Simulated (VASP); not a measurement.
Wanted: the native input for a VASP 6.6.1 run.

| Property | Result |
| --- | --- |
| Task | single point |
| Functional | PBE |
| Potentials or basis | VASP PAW PBE potentials, release 64 (Cu, O) |
| Cutoff | 600 eV |
| k mesh | 8 × 8 × 7 |
| Occupations | gaussian, width 0.05 eV |
| Spin | collinear spin, ferromagnetic start |
| Starting moments | [0.45, 0.66] μB |
| Hubbard terms | Cu d U = 6.0 eV |
| Dipole correction | no |
| Further INCAR settings | ALGO = Normal; EDIFF = 1e-06; NBANDS = 20 |

The structure of CuO lies in POSCAR:

```
CuO
1.0
    2.8363251100      0.0000000000      0.0000000000
   -1.4181625500      2.4563296000      0.0000000000
    0.0000000000      0.0000000000      2.7681127800
Cu O
1 1
Direct
    0.0000000000      0.0000000000      0.0000000000
    0.6666666667      0.3333333333      0.5000000000
```

One way to write it, as run:

INCAR

```
SYSTEM = CuO
ALGO = Normal ; EDIFF = 1E-6
ENCUT = 600 ; GGA = PE
GGA_COMPAT = .False. ; ISIF = 2
ISMEAR = 0 ; ISPIN = 2
LASPH = .True. ; LCHARG = .False.
LDAU = .True. ; LDAUJ = 0 0
LDAUL = 2 -1 ; LDAUPRINT = 1
LDAUTYPE = 2 ; LDAUU = 6 0
LMAXMIX = 4 ; LORBIT = 11
LREAL = .False. ; LWAVE = .False.
MAGMOM = 0.45 0.66 ; NBANDS = 20
NELM = 200 ; PREC = Accurate
SIGMA = 0.05
```

KPOINTS

```
k-points
0
Gamma
  8 8 7
  0 0 0
```

Potentials or basis: VASP PAW PBE potentials, release 64 (Cu, O).

Run with:

```sh
$ cat potpaw_PBE.64/Cu/POTCAR potpaw_PBE.64/O/POTCAR > POTCAR
$ mpirun -np 1 vasp_std > vasp.out
```

It gave:

| Item | Value |
| --- | --- |
| Pressure | -2.4 GPa |
| Band gap on the k mesh | zero (filled and empty bands overlap) |
| Net moment | 1.00 μB per cell |
| Site moments | Cu +0.46; O +0.50 μB |
| Valence electrons inside the program's atomic spheres | Cu 9.90; O 4.88 |

Caveat: a cell with one magnetic atom can't hold antiferromagnetic order, which such compounds often take.

Wall time 18 s on 1 thread of Intel(R) Xeon(R) Platinum 8375C CPU @ 2.90GHz (Ice Lake), with other jobs on the host, peak memory 0.16 GiB.
